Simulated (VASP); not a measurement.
Input of a VASP 6.6.1 run:

The input INCAR:

```
SYSTEM = MoS2
  PREC = Accurate
  ENCUT = 500
  EDIFF = 1E-6
  ISMEAR = 0
  SIGMA = 0.05
  LREAL = .False.
  LASPH = .True.
  NELM = 120
  ALGO = Normal
  ISIF = 2
  LWAVE = .False.
  LCHARG = .True.
  GGA = PE
  IVDW = 12
  LELF = .True.
  LVHAR = .True.
  NBANDS = 20
  GGA_COMPAT = .False.
```

The input KPOINTS:

```
regular mesh
0
Gamma
  12 12 6
  0 0 0
```

Contents of POSCAR:

```
MoS2
1.0
    3.0938146130      0.0000000000      0.0000000000
   -1.5469073065      2.6793220494      0.0000000000
    0.0000000000      0.0000000000      6.8859031842
Mo S
1 2
Direct
    0.0000000000      0.0000000000      0.0000000000
    0.3333333333      0.6666666667      0.2357940733
    0.3333333333      0.6666666667      0.7642059267
```

Potentials or basis: VASP PAW PBE potentials, release 64 (Mo_sv, S).

Command:

```sh
$ cat potpaw_PBE.64/Mo_sv/POTCAR potpaw_PBE.64/S/POTCAR > POTCAR
$ mpirun -np 1 vasp_std > vasp.out
```

(1) What does it give for the band gap on the k mesh?

(2) Estimate the pressure.

(3) Estimate the largest force.

(4) Estimate the dispersion energy per atom.

Results:

(1) 1.37 eV, indirect (least direct gap 2.05 eV).

(2) -0.6 GPa.

(3) 0.656 eV/Å.

(4) -0.399 eV.
